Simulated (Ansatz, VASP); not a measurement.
**Two plane-wave programs on BC18**

```
C B
1.0
     7.39800    0.00000    0.00000
    -3.69900    6.40686    0.00000
     0.00000    0.00000   13.00000
C B
18 1
Direct
  0.00041 0.00090 0.07661
  0.22244 0.11252 0.07673
  0.00040 0.33364 0.07660
  0.22244 0.44405 0.07672
  0.99795 0.66605 0.07582
  0.22282 0.77850 0.07496
  0.33527 0.00336 0.07580
  0.55725 0.11252 0.07672
  0.33401 0.33407 0.07677
  0.55616 0.44515 0.07657
  0.33526 0.66605 0.07580
  0.55727 0.77888 0.07672
  0.66767 0.00091 0.07659
  0.88950 0.11181 0.07681
  0.66723 0.33408 0.07676
  0.88879 0.44407 0.07673
  0.66724 0.66730 0.07677
  0.88879 0.77887 0.07674
  0.22350 0.77809 0.21146
```

Alike in both runs: functional PBE; dispersion D3(BJ); k mesh 2 × 2 × 1; occupations gaussian, width 0.02 eV; collinear spin.

Ansatz relaxed the structure, and its values are those at the end. VASP's run is a single point on that final structure, the one shown.

|  | VASP | Ansatz |
| --- | --- | --- |
| version | VASP 6.6.1 | Ansatz 0.2.0 |
| potentials or method | VASP PAW PBE potentials, release 64 (C, B), cutoff 520 eV | scalar-relativistic, plane waves, PAW |
| valence electrons in the cell | 75 | 75 |

VASP gave:

- rms of the force components (eV/Å): 0.005
- net moment per atom (μB): 0.00

Problem. Estimate Ansatz's values.

Solution. rms of the force components (eV/Å): 0.003; net moment per atom (μB): 0.00.

Ansatz's warnings: filled band counts differ across k points, seeded moment not kept.

The k mesh is coarse, so the values compare programs but aren't converged.
